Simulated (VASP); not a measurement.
**AlN: electric field gradients with LDA**

AlN:

```
CELL_PARAMETERS angstrom
0.00000 1.94447 1.94447
1.94447 0.00000 1.94447
1.94447 1.94447 0.00000
ATOMIC_POSITIONS crystal
Al 0.00000 0.00000 0.00000
N 0.50000 0.50000 0.50000
```

This cell differs from its parent crystal: volume scaled by 0.95.

```
Program                : VASP 6.6.1
Task                   : electric field gradients
Functional             : LDA
Potentials or basis    : VASP PAW LDA potentials, release 64 (Al, N)
Cutoff                 : 520 eV
k mesh                 : 10 × 10 × 10
Occupations            : fermi-dirac, width 0.02 eV
Spin                   : no spin polarisation
Dipole correction      : no
Further INCAR settings : ALGO = Normal; EDIFF = 1e-08; NBANDS = 11
```

```yaml
Pressure: 31.8 GPa
Band_gap_on_the_k_mesh: 4.96 eV, indirect (least direct gap 7.56 eV)
```

Levels at points of the mesh, in eV from the valence-band top:
| k point | band 1 | band 2 | band 3 | band 4 | band 5 | band 6 | band 7 | band 8 | band 9 |
| --- | --- | --- | --- | --- | --- | --- | --- | --- | --- |
| (0.00, 0.00, 0.00) | -18.52 | 0.00 | 0.00 | 0.00 | 7.56 | 12.38 | 12.38 | 12.38 | 17.93 |
| (0.50, 0.00, 0.00) | -14.70 | -9.13 | -1.32 | -1.32 | 6.89 | 11.77 | 11.77 | 14.87 | 17.25 |
| (0.50, 0.50, 0.00) | -13.51 | -8.23 | -3.13 | -3.13 | 4.96 | 5.64 | 15.36 | 18.89 | 18.89 |

It took 5.5 s on 1 thread of Intel Xeon 6975P-C, with other jobs on the host, peak memory 0.12 GiB.

Caveat: without QUAD_EFG the Cq values of the log hold for a quadrupole moment of 1 mb, not for the nuclei. A k mesh can miss the band edges.
